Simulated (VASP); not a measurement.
# GaSb: single point with PBE

The system is GaSb.

```xyz
4
Lattice="3.1077 3.1077 0.0000 -3.1077 3.1077 0.0000 0.0000 0.0000 6.0912" Properties=species:S:1:pos:R:3 pbc="T T T"
Ga    0.0000    0.0000    0.0000
Ga    0.0000    3.1077    3.0456
Sb    1.5539    1.5539    1.5228
Sb   -1.5539    1.5539    4.5684
```

This cell differs from its parent crystal: strain along c alone, the other axes held: -2.0 %.

```yaml
Program: VASP 6.6.1
Task: single point
Functional: PBE
Potentials_or_basis: VASP PAW PBE potentials, release 64 (Ga_d, Sb)
Cutoff: 520 eV
k_mesh: 12 × 12 × 8
Occupations: gaussian, width 0.1 eV
Spin: no spin polarisation
```

* Pressure: 1.0 GPa
* Band gap on the k mesh: 0.11 eV

Stress tensor (GPa, compression positive):
```
0.71 0.00 0.00
0.00 0.71 0.00
0.00 0.00 1.52
```

Levels at points of the mesh, in eV from the valence-band top:
| k point | band 16 | band 17 | band 18 | band 19 | band 20 | band 21 |
| --- | --- | --- | --- | --- | --- | --- |
| (0.00, 0.00, 0.00) | -0.12 | 0.00 | 0.00 | 0.11 | 0.87 | 1.26 |
| (0.50, 0.00, 0.00) | -2.99 | -1.22 | -1.22 | 1.91 | 1.91 | 4.60 |
| (0.50, 0.50, 0.00) | -2.41 | -2.39 | -2.39 | 1.02 | 1.02 | 1.38 |
| (0.00, 0.00, 0.50) | -1.62 | -1.62 | -1.62 | 1.22 | 1.22 | 2.73 |
| (0.50, 0.00, 0.50) | -1.15 | -1.00 | -1.00 | 0.38 | 0.38 | 3.73 |
| (0.50, 0.50, 0.50) | -3.18 | -2.97 | -2.97 | 3.76 | 3.76 | 4.47 |

It took 4.6 min on 1 thread of Intel(R) Xeon(R) Platinum 8375C CPU @ 2.90GHz (Ice Lake) (shared host), peak memory 0.5 GiB.

Caveat: the cell differs from its parent crystal (strain along c alone, the other axes held: -2.0 %); spin-orbit coupling is left out, which moves the levels of the heavy elements. A k mesh can miss the band edges.
